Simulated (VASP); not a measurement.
A run of VASP 6.6.1 is set up as follows.

File INCAR:

```
PREC = Accurate
ENCUT = 600
EDIFF = 1E-6
ISMEAR = -1
SIGMA = 0.05
LREAL = F
LASPH = T
NELM = 150
ALGO = Normal
ISIF = 3
LWAVE = F
LCHARG = F
LMAXMIX = 4
LDAU = T
LDAUTYPE = 2
LDAUL = -1 2
LDAUU = 0 6.2
LDAUJ = 0 0
LDAUPRINT = 1
IBRION = 2
NSW = 60
EDIFFG = -0.01
```

The input KPOINTS:

```
regular mesh
0
Gamma
  8 8 4
```

File POSCAR:

```
TiTe2
1.0
    3.7770000000      0.0000000000      0.0000000000
   -1.8885000000      3.2709779501      0.0000000000
    0.0000000000      0.0000000000      6.4980000000
Te Ti
2 1
Direct
    0.3333333333      0.6666666667      0.7372000000
    0.6666666667      0.3333333333      0.2628000000
    0.0000000000      0.0000000000      0.0000000000
```

Potentials or basis: VASP PAW LDA potentials, release 64 (Te, Ti_sv).

Launch:

```sh
$ cat potpaw_LDA.64/Te/POTCAR potpaw_LDA.64/Ti_sv/POTCAR > POTCAR
$ mpirun -np 1 vasp_std > vasp.out
```

What does it give for the relaxed volume?

26.68 Å³/atom.

Estimate the space group after relaxing (to 0.1 Å).

P-3m1 (No. 164).

Final structure:
```xyz
3
Lattice="3.8003 0.0000 0.0000 -1.9001 3.2911 0.0000 0.0000 0.0000 6.4007" Properties=species:S:1:pos:R:3 pbc="T T T"
Te    0.0000    2.1941    4.7094
Te    1.9001    1.0970    1.6913
Ti    0.0000    0.0000    0.0000
```

Caveat: U without spin polarisation on a metal has little footing; the U is typed as a test and isn't derived for this compound.
